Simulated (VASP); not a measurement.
Bi: single point with LDA

Crystal: Bi.

```
CELL_PARAMETERS angstrom
2.28252 1.31781 3.96408
-2.28252 1.31781 3.96408
0.00000 -2.63562 3.96408
ATOMIC_POSITIONS crystal
Bi 0.76600 0.76600 0.76600
Bi 0.23400 0.23400 0.23400
```

This cell differs from its parent crystal: volume scaled by 1.02.

| Item | Value |
| --- | --- |
| Program | VASP 6.6.1 |
| Task | single point |
| Functional | LDA |
| Potentials or basis | VASP PAW LDA potentials, release 64 (Bi_d) |
| Cutoff | 520 eV |
| k mesh | 7 × 7 × 7 |
| Occupations | fermi-dirac, width 0.05 eV |
| Spin | no spin polarisation |
| Dipole correction | no |
| Further INCAR settings | ALGO = Normal; EDIFF = 1e-06; NBANDS = 22 |

The pressure is -2.4 GPa. The largest force is 0.018 eV/Å. The band gap on the k mesh is 0.26 eV, indirect (least direct gap 0.51 eV).

Forces in eV/Å, atoms in the order of the input:
```
Bi   0.000  0.000  0.018
Bi   0.000  0.000 -0.018
```

Levels at points of the mesh, in eV from the valence-band top:
```
           k point  band 11  band 12  band 13  band 14  band 15  band 16  band 17  band 18  band 19  band 20
(0.00, 0.00, 0.00)   -12.74    -7.29    -1.19    -0.94    -0.94     2.71     3.16     3.16     5.92     6.06
```

It took 35 s on 1 thread of Intel Xeon 6975P-C, on a shared host, peak memory 0.2 GiB.

Caveat: spin-orbit coupling is left out, which moves the levels of the heavy elements. A k mesh can miss the band edges.
